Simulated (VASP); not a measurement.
Fe, 1 atom in the cell. The structure is orthorhombic, space group Fmmm (No. 69). The conventional cell has a = 2.997 Å, b = 3.883 Å, c = 3.930 Å, α = 90.00°, β = 90.00°, γ = 90.00°. Fe (site symmetry mmm) has 14 Fe at 2.45 to 3.00 Å within 3.2 Å. 

| Item | Value |
| --- | --- |
| Program | VASP 6.6.1 |
| Task | single point |
| Functional | r2SCAN |
| Potentials or basis | VASP PAW PBE potentials, release 64 (Fe) |
| Cutoff | 520 eV |
| k mesh | 14 × 14 × 14 |
| Occupations | fermi-dirac, width 0.1 eV |
| Spin | collinear spin, ferromagnetic start |
| Starting moments | [2.33] μB |
| Fixed moment | 2.33 μB |
| Dipole correction | no |
| Further INCAR settings | ALGO = Normal; EDIFF = 1e-07; NBANDS = 14 |

Potentials or basis: VASP PAW PBE potentials, release 64 (Fe).

Launch:

```bash
$ cat potpaw_PBE.64/Fe/POTCAR > POTCAR
$ cp INCAR.step1 INCAR
$ mpirun -np 1 vasp_std > vasp.out
$ cp INCAR.step2 INCAR
$ mpirun -np 1 vasp_std > vasp.out
```

Hardware: 1 thread of AMD EPYC 7R13, on a shared host.

Task: Estimate the wall time of this run.

Result: It took 15 min on 1 thread of AMD EPYC 7R13, with other jobs on the host, peak memory 0.19 GiB. Counts: k points 428.
